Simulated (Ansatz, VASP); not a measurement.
## Ru: VASP beside Ansatz

```xyz
2
Lattice="2.7058 0.0000 0.0000 -1.3529 2.3433 0.0000 0.0000 0.0000 4.2819" Properties=species:S:1:pos:R:3 pbc="T T T"
Ru    1.3529    0.7811    3.2114
Ru    0.0000    1.5622    1.0705
```

Alike in both runs: task relaxation of cell and atoms; functional r2SCAN; dispersion D3(BJ); k mesh 11 × 11 × 6; occupations fermi-dirac, width 0.05 eV; no spin polarisation.

|  | VASP | Ansatz |
| --- | --- | --- |
| version | VASP 6.6.1 | Ansatz 0.2.0 |
| potentials or method | VASP PAW PBE potentials, release 64 (Ru_pv) | Ansatz PAW |
| plane-wave cutoff (eV) | 600 | 500 |
| valence electrons in the cell | 28 | 32 |

Ansatz gave:

```
gap on the k mesh at the Fermi level, each at its own relaxed structure (eV) : none
relaxed volume (Å³/atom)                                                     : 13.35
relaxed cell length with the largest relative difference (Å)                 : 4.255
```

**Question.** Estimate VASP's values.

**Answer.** gap on the k mesh at the Fermi level, each at its own relaxed structure (eV): none; relaxed volume (Å³/atom): 13.41; relaxed cell length with the largest relative difference (Å): 4.263.

VASP's potentials were made for PBE, not for r2SCAN. A gap of «none» marks a metal or a gap that the smearing closes. VASP's potentials hold 28 valence electrons a cell and Ansatz's 32, so a difference there can come from the potentials and not from the codes.

Noted on Ansatz's run: the plane-wave basis is chosen anew once the cell has moved, so the energies of steps on either side of that aren't comparable.
